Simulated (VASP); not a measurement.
Crystal: TlBr.

```
Tl Br
1.0
     3.98000    0.00000    0.00000
     0.00000    3.98000    0.00000
     0.00000    0.00000    3.98000
Tl Br
1 1
Direct
  0.00000 0.00000 0.00000
  0.50000 0.50000 0.50000
```

| Item | Value |
| --- | --- |
| Program | VASP 6.6.1 |
| Task | relaxation of cell and atoms |
| Functional | PBEsol |
| Potentials or basis | VASP PAW PBE potentials, release 64 (Tl_d, Br) |
| Cutoff | 500 eV |
| k mesh | 12 × 12 × 12 |
| Occupations | fermi-dirac, width 0.08 eV |
| Spin | no spin polarisation |

At the start: pressure -1.2 GPa; volume 31.52 Å³/atom.

Task: How do energy, volume and symmetry change on relaxing?

Result: Over 3 steps the energy falls by 6.2 meV/atom and the volume is 29.98 Å³/atom (-4.9 %); space group Pm-3m (No. 221, to 0.1 Å) before and after.

The path:
| step | energy change (eV) | largest force (eV/Å) | pressure (GPa) | volume (Å³) |
| --- | --- | --- | --- | --- |
| 1 | 0.0000 | 0.0000 | -1.21 | 63.04 |
| 2 | -0.0111 | 0.0000 | -0.42 | 60.90 |
| 3 | -0.0124 | 0.0000 | -0.01 | 59.95 |

Final structure:
```
Tl Br
1.0
     3.91379    0.00000    0.00000
     0.00000    3.91379    0.00000
     0.00000    0.00000    3.91379
Tl Br
1 1
Cartesian
  0.0000 0.0000 0.0000
  1.9569 1.9569 1.9569
```

Caveat: the PAW data sets were made with another functional, which shifts forces and pressure a little.
